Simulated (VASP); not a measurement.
# BN (lda) (P6_3mc) in VASP: further runs

BN (lda) is run at these levels: LDA; tasks: single point.

Program: VASP 6.6.1. These are calculated values, not measurements. Logs are shortened: lines on timing, memory, paths and dates and some standing lists are left out, and cuts for length are marked.

### 1 The cell of the first run

It takes space group P6_3mc (No. 186, hexagonal). Conventional cell: a = 2.523 Å, b = 2.523 Å, c = 4.174 Å, α = 90.00°, β = 90.00°, γ = 120.00°. Within 2.1 Å of B (site symmetry 3m) lie 4 N at 1.55 to 1.56 Å. Within 2.1 Å of N (site symmetry 3m) lie 4 B at 1.55 to 1.56 Å.

### 2 Single point, LDA

The input, INCAR:

```
PREC = Accurate ; ENCUT = 520
EDIFF = 1E-6 ; ISMEAR = 0
SIGMA = 0.01 ; LREAL = False
LASPH = True ; NELM = 60
ALGO = Normal ; ISIF = 2
LWAVE = False ; LCHARG = True
GGA = CA ; LELF = True
LVHAR = True ; NBANDS = 16
```

The input, KPOINTS:

```
regular mesh
0
Gamma
  9 9 6
```

The input, POSCAR:

```
BN
1.0
    2.5226937191      0.0000000000      0.0000000000
   -1.2613468596      2.1847168467      0.0000000000
    0.0000000000      0.0000000000      4.1743273199
B N
2 2
Direct
    0.3333333333      0.6666666667     -0.0002034900
    0.6666666667      0.3333333333      0.4997965100
    0.3333333333      0.6666666667      0.3742034900
    0.6666666667      0.3333333333      0.8742034900
```

Potentials or basis: VASP PAW LDA potentials, release 64 (B, N).

Launch:

```console
cat potpaw_LDA.64/B/POTCAR potpaw_LDA.64/N/POTCAR > POTCAR
mpirun -np 1 vasp_std > vasp.out
```

OUTCAR:

```text
PREC = Accurate
   ENCUT = 520
   EDIFF = 1E-6
   ISMEAR = 0
   LREAL = False
   LASPH = True
   NELM = 60
   ISIF = 2
   GGA = CA

 ion  position               nearest neighbor table
   1  0.333  0.667  1.000-   4 1.55   4 1.55   4 1.55   3 1.56
   2  0.667  0.333  0.500-   3 1.55   3 1.55   3 1.55   4 1.56
   3  0.333  0.667  0.374-   2 1.55   2 1.55   2 1.55   1 1.56
   4  0.667  0.333  0.874-   1 1.55   1 1.55   1 1.55   2 1.56

  LATTYP: Found a hexagonal cell.
 ALAT       =     2.5226937191
 C/A-ratio  =     1.6547103155

  Lattice vectors:

 A1 = (   2.5226937191,   0.0000000000,   0.0000000000)
 A2 = (  -1.2613468596,   2.1847168467,   0.0000000000)
 A3 = (   0.0000000000,   0.0000000000,   4.1743273199)

Analysis of symmetry for initial positions (statically):
=====================================================================
 Subroutine PRICEL returns:
 Original cell was already a primitive cell.

 Routine SETGRP: Setting up the symmetry group for a
 hexagonal supercell.

 Subroutine GETGRP returns: Found 12 space group operations
 (whereof  6 operations were pure point group operations)
 out of a pool of 24 trial point group operations.

The static configuration has the point symmetry C_3v.
 The point group associated with its full space group is C_6v.

Analysis of symmetry for dynamics (positions and initial velocities):
=====================================================================
 Subroutine PRICEL returns:
 Original cell was already a primitive cell.

 Routine SETGRP: Setting up the symmetry group for a
 hexagonal supercell.

 Subroutine GETGRP returns: Found 12 space group operations
 (whereof  6 operations were pure point group operations)
 out of a pool of 24 trial point group operations.

The dynamic configuration has the point symmetry C_3v.
 The point group associated with its full space group is C_6v.

 Subroutine INISYM returns: Found 12 space group operations
 (whereof  6 operations are pure point group operations),
 and found     1 'primitive' translations

----------------------------------------------------------------------------------------

                                     Primitive cell

  volume of cell :      23.0063

  direct lattice vectors                    reciprocal lattice vectors
     2.522693719  0.000000000  0.000000000     0.396401669  0.228862610  0.000000000
    -1.261346860  2.184716847  0.000000000     0.000000000  0.457725220  0.000000000
     0.000000000  0.000000000  4.174327320     0.000000000  0.000000000  0.239559556

  length of vectors
     2.522693719  2.522693719  4.174327320     0.457725220  0.457725220  0.239559556

  position of ions in fractional coordinates (direct lattice)
     0.333333333  0.666666667  0.999796510
     0.666666667  0.333333333  0.499796510
     0.333333333  0.666666667  0.374203490
     0.666666667  0.333333333  0.874203490

  ion indices of the primitive-cell ions
   primitive index   ion index
                 1           1
                 2           2
                 3           3
                 4           4

----------------------------------------------------------------------------------------

 KPOINTS: regular mesh

Automatic generation of k-mesh.
 Grid dimensions read from file:
 generate k-points for:    9    9    6

 Generating k-lattice:

  Cartesian coordinates                     Fractional coordinates (reciprocal lattice)
     0.044044630  0.025429179  0.000000000     0.111111111 -0.000000000  0.000000000
     0.000000000  0.050858358  0.000000000     0.000000000  0.111111111  0.000000000
     0.000000000  0.000000000  0.039926593     0.000000000  0.000000000  0.166666667

  Length of vectors
     0.050858358  0.050858358  0.039926593

  Shift w.r.t. Gamma in fractional coordinates (k-lattice)
     0.000000000  0.000000000  0.000000000

 Subroutine IBZKPT returns following result:
 ===========================================

 Found     48 irreducible k-points:

 Following reciprocal coordinates:
            Coordinates               Weight
  0.000000  0.000000  0.000000      1.000000
  0.111111  0.000000  0.000000      6.000000
  0.222222  0.000000  0.000000      6.000000
  0.333333  0.000000  0.000000      6.000000
  0.444444  0.000000  0.000000      6.000000
  0.111111  0.111111  0.000000      6.000000
[... 16 lines left out ...]
  0.333333  0.222222  0.166667     24.000000
  0.333333  0.333333  0.166667      4.000000
 [... further k-points ...]
   k-points           NKPTS =     48   k-points in BZ     NKDIM =     48   number of bands    NBANDS=     16
   number of dos      NEDOS =    301   number of ions     NIONS =      4
   total plane-waves  NPLWV =  12800
   dimension x,y,z NGX =    20 NGY =   20 NGZ =   32
   dimension x,y,z NGXF=    40 NGYF=   40 NGZF=   64
   ions per type =               2   2
   NGX,Y,Z   is equivalent  to a cutoff of  13.18, 13.18, 12.74 a.u.
   NGXF,Y,Z  is equivalent  to a cutoff of  26.36, 26.36, 25.49 a.u.
 SYSTEM =  unknown system
   PREC   = accura    normal or accurate (medium, high low for compatibility)
   ISTART =      0    job   : 0-new  1-cont  2-samecut
   ICHARG =      2    charge: 1-file 2-atom 10-const
   ISPIN  =      1    spin polarized calculation?
   LNONCOLLINEAR =      F non collinear calculations
   LSORBIT =      F    spin-orbit coupling
   LASPH  =      T    aspherical Exc in radial PAW
   ENCUT  =  520.0 eV  38.22 Ry    6.18 a.u.   4.69  4.69  7.76*2*pi/ulx,y,z
   NELM   =     60;   NELMIN=  2; NELMDL= -5     # of ELM steps
   EDIFF  = 0.1E-05   stopping-criterion for ELM
   LREAL  =      F    real-space projection
   EDIFFG = 0.1E-04   stopping-criterion for IOM
   NSW    =      0    number of steps for IOM
   IBRION =     -1    ionic relax: 0-MD 1-quasi-New 2-CG
   NFREE  =      0    steps in history (QN), initial steepest desc. (CG)
   ISIF   =      2    stress and relaxation
   ISYM   =      2    0-nonsym 1-usesym 2-fastsym
   POTIM  = 0.5000    time-step for ionic-motion
   TEBEG  =    0.0;   TEEND  =   0.0 temperature during run
   PSTRESS=    0.0 pullay stress
   NELECT =      16.0000    total number of electrons
   NUPDOWN=      -1.0000    fix difference up-down
   EMIN   =  10.00;   EMAX   =-10.00  energy-range for DOS
   EFERMI =   0.00;   METHOD = LEGACY
   ISMEAR =     0;   SIGMA  =   0.01  broadening in eV -4-tet -1-fermi 0-gaus
   EFERMI_NEDOS =   21; number of points for ismear=-14 and -15
   IALGO  =     38    algorithm
   IMIX   =      4    mixing-type and parameters
     AMIX     =   0.40;   BMIX     =  1.00
     AMIX_MAG =   1.60;   BMIX_MAG =  1.00
  volume/ion in A,a.u.               =       5.75        38.81
  Fermi-wavevector in a.u.,A,eV,Ry     =   1.450439  2.740932 28.623568  2.103773
  Thomas-Fermi vector in A             =   2.568051
   LORBIT       =      0    0 simple, 1 ext, 2 COOP (PROOUT), +10 PAW based schemes
   GGA     = CA    functional components
   LHFCALC =     F    Hartree Fock is set to
   AEXX    =    0.0000 exact exchange contribution
   IVDW    =     0    specifies the selected vdW correction
   LEPSILON=     F    determine dielectric tensor
   LRPA    =     F    only Hartree local field effects (RPA)
 non-spin polarized calculation
 Gauss-broadening in eV      SIGMA  =   0.01
  energy-cutoff  :      520.00
  volume of cell :       23.01
 maximum number of plane-waves:       640
 NGX is ok and might be reduce to    20
   NGX =  9   NGY =  9   NGZ = 15

 number of electron      16.0000001 magnetization

 Free energy of the ion-electron system (eV)
  ---------------------------------------------------
  ext. energy  EPLUGINS =         0.00000000
  ---------------------------------------------------
  free energy    TOTEN  =       -38.75535633 eV

  energy without entropy =      -38.75535633  energy(sigma->0) =      -38.75535633

 E-fermi :   7.9513     XC(G=0): -13.2246

 val. band max:        7.8928844437   @ k =   0.0000   0.0000   0.0000
 cond. band min:      12.7962687597   @ k =   0.3333   0.3333   0.0000
 fundamental gap:      4.9033843159
 Fermi energy:         7.9512988172

 k-point     1 :       0.0000    0.0000    0.0000
  band No.  band energies     occupation
      1     -12.6676      2.00000
      2      -8.3279      2.00000
      3      -3.3155      2.00000
      4       5.7034      2.00000
      5       5.7034      2.00000
      6       7.5968      2.00000
[... 8 lines left out ...]
     15      19.8592      0.00000
     16      24.2048      0.00000

 k-point     2 :       0.1111    0.0000    0.0000
  band No.  band energies     occupation
      1     -12.3925      2.00000
      2      -8.1153      2.00000
      3      -3.0450      2.00000
      4       4.5188      2.00000
      5       5.2070      2.00000
      6       6.9173      2.00000
[... 8 lines left out ...]
     15      20.6397      0.00000
     16      23.7692      0.00000

 k-point     3 :       0.2222    0.0000    0.0000
  band No.  band energies     occupation
      1     -11.5822      2.00000
      2      -7.5339      2.00000
      3      -2.2534      2.00000
      4       1.9830      2.00000
      5       4.2044      2.00000
      6       4.7291      2.00000
[... 8 lines left out ...]
     15      22.4816      0.00000
     16      23.1983      0.00000

 k-point     4 :       0.3333    0.0000    0.0000
  band No.  band energies     occupation
      1     -10.2996      2.00000
      2      -6.8571      2.00000
      3      -1.0713      2.00000
      4      -0.4447      2.00000
      5       2.3181      2.00000
      6       3.3113      2.00000
[... 8 lines left out ...]
     15      23.9777      0.00000
     16      24.4610      0.00000
[... 324 lines left out ...]
 k-point    22 :       0.2222    0.2222    0.1667
  band No.  band energies     occupation
      1      -9.4291      2.00000
      2      -6.8620      2.00000
      3      -0.7523      2.00000
      4       0.2764      2.00000
      5       1.0318      2.00000
      6       2.3054      2.00000
[... 8 lines left out ...]
     15      23.3321      0.00000
     16      24.3456      0.00000

 k-point    23 :       0.3333    0.2222    0.1667
  band No.  band energies     occupation
      1      -8.0536      2.00000
      2      -6.7339      2.00000
      3      -1.4524      2.00000
      4      -0.2933      2.00000
      5       0.7472      2.00000
      6       2.0693      2.00000
[... 8 lines left out ...]
     15      23.9778      0.00000
     16      24.6145      0.00000

 k-point    24 :       0.3333    0.3333    0.1667
  band No.  band energies     occupation
      1      -7.0863      2.00000
      2      -7.0863      2.00000
      3      -1.5137      2.00000
      4      -0.0203      2.00000
      5      -0.0203      2.00000
      6       1.8278      2.00000
[... 8 lines left out ...]
     15      24.2400      0.00000
     16      24.2400      0.00000

 [... further k-points ...]
[... 5 lines left out ...]
  --------------------------------------------------------------------------------------
  -------------------------------------------------------------------------------------
  Total        0.1765022      0.1765022      0.1721780     -0.0000000      0.0000000      0.0000000
  in kB       12.2917732     12.2917732     11.9906317     -0.0000000      0.0000000      0.0000000
  external PRESSURE =      12.1913927 kB  Pullay stress =       0.0000000 kB

 VOLUME and BASIS-vectors are now :
 -----------------------------------------------------------------------------
  energy-cutoff  :      520.00
  volume of cell :       23.01
      direct lattice vectors                 reciprocal lattice vectors
     2.522693719  0.000000000  0.000000000     0.396401669  0.228862610  0.000000000
    -1.261346860  2.184716847  0.000000000     0.000000000  0.457725220  0.000000000
     0.000000000  0.000000000  4.174327320     0.000000000  0.000000000  0.239559556

 POSITION                                       TOTAL-FORCE (eV/Angst)
 -----------------------------------------------------------------------------------
     -0.00000      1.45648      4.17348         0.000000     -0.000000      0.003247
      1.26135      0.72824      2.08631        -0.000000     -0.000000      0.003247
     -0.00000      1.45648      1.56205         0.000000      0.000000     -0.003247
      1.26135      0.72824      3.64921        -0.000000     -0.000000     -0.003247
 -----------------------------------------------------------------------------------
    total drift:                               -0.000000      0.000000     -0.000539

  FREE ENERGIE OF THE ION-ELECTRON SYSTEM (eV)
  ---------------------------------------------------
  free  energy   TOTEN  =       -38.7553563271 eV

  energy  without entropy=      -38.7553563271  energy(sigma->0) =      -38.75535633
```

Wall time 5.8 s (1 thread of Intel Xeon 6975P-C (Granite Rapids), shared host); peak memory 0.13 GiB.

Results:

```yaml
Free_energy: -38.7554 eV
Pressure: 1.2 GPa
Largest_force: 0.003 eV/Å
Band_gap_on_the_k_mesh: 4.90 eV, indirect (least direct gap 8.28 eV)
```

Forces on the atoms (eV/Å):
```
B    0.000  0.000  0.003
B    0.000  0.000  0.003
N    0.000  0.000 -0.003
N    0.000  0.000 -0.003
```

A k mesh can miss the band edges. A hybrid or GW would open this gap; LDA tends to underestimate it.

### 3 Single point, LDA

The input, INCAR:

```
SYSTEM = BN
PREC = Accurate
ENCUT = 520
EDIFF = 1E-6
ISMEAR = 0
SIGMA = 0.01
LREAL = .False.
LASPH = .True.
NELM = 60
ALGO = Normal
ISIF = 2
LWAVE = .False.
LCHARG = .False.
NBANDS = 16
```

The input, KPOINTS:

```
regular mesh
0
Gamma
  9 9 6
  0 0 0
```

POSCAR is that of step 2.

Potentials or basis: VASP PAW LDA potentials, release 64 (B, N).

Launch:

```console
cat potpaw_LDA.64/B/POTCAR potpaw_LDA.64/N/POTCAR > POTCAR
mpirun -np 1 vasp_std > vasp.out
```

Wall time 5.7 s (1 thread of Intel Xeon 6975P-C (Granite Rapids), shared host); peak memory 0.12 GiB.

The run converged. Its results:

* Free energy: -38.7554 eV
* Pressure: 1.2 GPa
* Largest force: 0.003 eV/Å
* Band gap on the k mesh: 4.90 eV, indirect (least direct gap 8.28 eV)

Forces in eV/Å, atoms in the order of the input:
```
B    0.000  0.000  0.003
B    0.000  0.000  0.003
N    0.000  0.000 -0.003
N    0.000  0.000 -0.003
```

Levels at points of the mesh, in eV from the valence-band top:
| k point | band 6 | band 7 | band 8 | band 9 | band 10 | band 11 |
| --- | --- | --- | --- | --- | --- | --- |
| (0.00, 0.00, 0.00) | -0.30 | 0.00 | 0.00 | 8.34 | 8.34 | 8.63 |
| (0.00, 0.00, 0.50) | -1.21 | -1.21 | -1.21 | 9.70 | 9.70 | 9.94 |

A k mesh can miss the band edges. As with any semilocal functional, this LDA gap is likely too small.
